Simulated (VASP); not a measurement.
A run of VASP 6.6.1 is set up as follows.

INCAR

```
  PREC = Accurate
  ENCUT = 520
  EDIFF = 1E-6
  ISMEAR = -1
  SIGMA = 0.05
  LREAL = F
  LASPH = T
  NELM = 80
  ALGO = Normal
  ISIF = 2
  LWAVE = F
  LCHARG = T
  GGA = CA
  LELF = T
  LVHAR = T
  NBANDS = 15
```

KPOINTS

```
regular mesh
0
Gamma
  10 10 8
```

POSCAR

```
HfB2
1.0
    3.1607953080      0.0000000000      0.0000000000
   -1.5803976540      2.7373290329      0.0000000000
    0.0000000000      0.0000000000      3.5030470293
Hf B
1 2
Direct
    0.0000000000      0.0000000000      0.0000000000
    0.6666666667      0.3333333333      0.5000000000
    0.3333333333      0.6666666667      0.5000000000
```

Potentials or basis: VASP PAW LDA potentials, release 64 (Hf_pv, B).

Command:

```console
$ cat potpaw_LDA.64/Hf_pv/POTCAR potpaw_LDA.64/B/POTCAR > POTCAR
$ mpirun -np 1 vasp_std > vasp.out
```

Q: Estimate the pressure.

A: -14.3 GPa.

Q: What does it give for the band gap on the k mesh?

A: Zero (band 8 reaches 8.04 eV, above the bottom of band 9 at 7.25 eV).

Stress tensor (GPa, compression positive):
```
-14.54   0.00   0.00
  0.00 -14.54   0.00
  0.00   0.00 -13.68
```

Caveat: spin-orbit coupling is left out, which moves the levels of the heavy elements.
